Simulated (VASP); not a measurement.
A run of VASP 6.6.1 is set up as follows.

The input INCAR:

```
SYSTEM = FeO
PREC     = Accurate       ! precision mode
ENCUT    = 520            ! plane-wave cutoff, eV
EDIFF    = 1E-6           ! SCF threshold, eV
ISMEAR   = 0              ! smearing method
SIGMA    = 0.014          ! smearing width, eV
LREAL    = .False.        ! projectors in reciprocal space
LASPH    = .True.         ! aspherical terms in the spheres
NELM     = 150            ! most SCF steps
ALGO     = Normal         ! electronic algorithm
ISIF     = 2              ! what is computed and relaxed
LWAVE    = .False.        ! write WAVECAR
LCHARG   = .False.        ! write CHGCAR
ISPIN    = 2              ! spin polarisation
MAGMOM   = 3 0            ! initial moments
LORBIT   = 11             ! projections on sites
LMAXMIX  = 4              ! l up to which the mixer works
GGA      = PE             ! functional
NBANDS   = 18             ! bands
```

KPOINTS

```
regular mesh
0
Gamma
  11 11 11
  0 0 0
```

The input POSCAR:

```
FeO
1.0
    0.0000000000      2.1554000000      2.1554000000
    2.1554000000      0.0000000000      2.1554000000
    2.1554000000      2.1554000000      0.0000000000
Fe O
1 1
Direct
    0.0000000000      0.0000000000      0.0000000000
    0.5000000000      0.5000000000      0.5000000000
```

Potentials or basis: VASP PAW PBE potentials, release 64 (Fe, O).

The run is started by

```sh
$ cat potpaw_PBE.64/Fe/POTCAR potpaw_PBE.64/O/POTCAR > POTCAR
$ mpirun -np 1 vasp_std > vasp.out
```

Q: What does it give for the band gap on the k mesh?

A: Zero (filled and empty bands overlap).

Q: Predict the pressure.

A: -0.2 GPa.

Q: Predict the net moment.

A: 4.00 μB per cell.

Q: Predict the site moments.

A: Fe +3.62; O +0.30 μB.

Caveat: a cell with one magnetic atom can't hold antiferromagnetic order, which such compounds often take; semilocal functionals often make such compounds metallic where correlation or magnetic order opens a gap, which also shifts bond lengths.

**What was measured.**

From “W\"ustite: Electric, thermodynamic and optical properties of FeO”, 2012, arxiv:1203.1201, for a bulk crystal of FeO: band gap 2.4 eV (optical).

Against the measured gap of FeO, 2.4 eV (optical; quoted in “W\"ustite: Electric, thermodynamic and optical properties of FeO”, 2012, arxiv:1203.1201), the calculated 0.00 eV is off by -2.40 eV. So large a miss can be the level of theory's own, or it may mean another phase, state or a wrong row. The value is that of PBE on a finite k mesh, which can miss the band edges, without temperature or zero-point motion. Semilocal functionals fall short of measured gaps as a rule. The run's magnetic order (collinear spin, ferromagnetic start) needn't be the measured crystal's.
